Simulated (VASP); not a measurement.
KI, 2 atoms in the cell. Symmetry: Fm-3m, No. 225, cubic system. The conventional cell has a = 7.005 Å, b = 7.005 Å, c = 7.005 Å, α = 90.00°, β = 90.00°, γ = 90.00°. Within 4.6 Å of K (site symmetry m-3m) lie 6 I at 3.50 Å. Within 4.6 Å of I (site symmetry m-3m) lie 6 K at 3.50 Å. 

* Program: VASP 6.6.1
* Task: single point
* Functional: PBEsol
* Potentials or basis: VASP PAW PBE potentials, release 64 (K_sv, I)
* Cutoff: 520 eV
* k mesh: 6 × 6 × 6
* Occupations: gaussian, width 0.01 eV
* Spin: non-collinear spin, zero start, spin-orbit coupling
* Starting moments: [[0.0, 0.0, 0.0], [0.0, 0.0, 0.0]] μB
* Dipole correction: no
* Further INCAR settings: ALGO = Normal; EDIFF = 1e-06; NBANDS = 28

Potentials or basis: VASP PAW PBE potentials, release 64 (K_sv, I).

The run is started by

```sh
$ cat potpaw_PBE.64/K_sv/POTCAR potpaw_PBE.64/I/POTCAR > POTCAR
$ mpirun -np 1 vasp_ncl > vasp.out
```

Hardware: 1 thread of Oxide Virtual Turin-like Processor (shared host).

**Question.** How long does it take, and how much memory?

**Answer.** Wall time 90 s on 1 thread of Oxide Virtual Turin-like Processor (shared host), peak memory 0.47 GiB. Counts: scf iterations 14, k points 16.
